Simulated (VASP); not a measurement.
Here is a VASP 6.6.1 calculation.

INCAR

```
SYSTEM = TiB4
ALGO = Normal
EDIFF = 1E-6
EDIFFG = -0.04
ENCUT = 600
GGA = PE
IBRION = 2
ISIF = 3
ISMEAR = 0
LASPH = .TRUE.
LCHARG = .FALSE.
LREAL = .FALSE.
LWAVE = .FALSE.
NELM = 60
NSW = 90
PREC = Accurate
SIGMA = 0.1
```

The input KPOINTS:

```
k-points
0
G
  6 6 6
  0 0 0
```

The input POSCAR:

```
TiB4
1.0
    3.6661190100      0.0000000000      0.0000000000
    0.0000000000      3.6661190100      0.0000000000
    0.0000000000      0.0000000000      3.6661190100
Ti B
1 4
Direct
    0.0000000000      0.0000000000      0.0000000000
    0.2500000000      0.2500000000      0.2500000000
    0.7500000000      0.7500000000      0.2500000000
    0.2500000000      0.7500000000      0.7500000000
    0.7500000000      0.2500000000      0.7500000000
```

Potentials or basis: VASP PAW PBE potentials, release 64 (Ti_sv, B).

Run with:

```console
$ cat potpaw_PBE.64/Ti_sv/POTCAR potpaw_PBE.64/B/POTCAR > POTCAR
$ mpirun -np 1 vasp_std > vasp.out
```

What does it give for the relaxed cell?

a = 3.748 Å, b = 3.748 Å, c = 3.748 Å, α = 90.00°, β = 90.00°, γ = 90.00°.

What does it give for the relaxed volume?

10.53 Å³/atom.

Final structure:
```xyz
5
Lattice="3.7480 0.0000 0.0000 0.0000 3.7480 0.0000 0.0000 0.0000 3.7480" Properties=species:S:1:pos:R:3 pbc="T T T"
Ti    0.0000    0.0000    0.0000
B     1.2632    1.2632    1.2632
B     2.4848    2.4848    1.2632
B     1.2632    2.4848    2.4848
B     2.4848    1.2632    2.4848
```
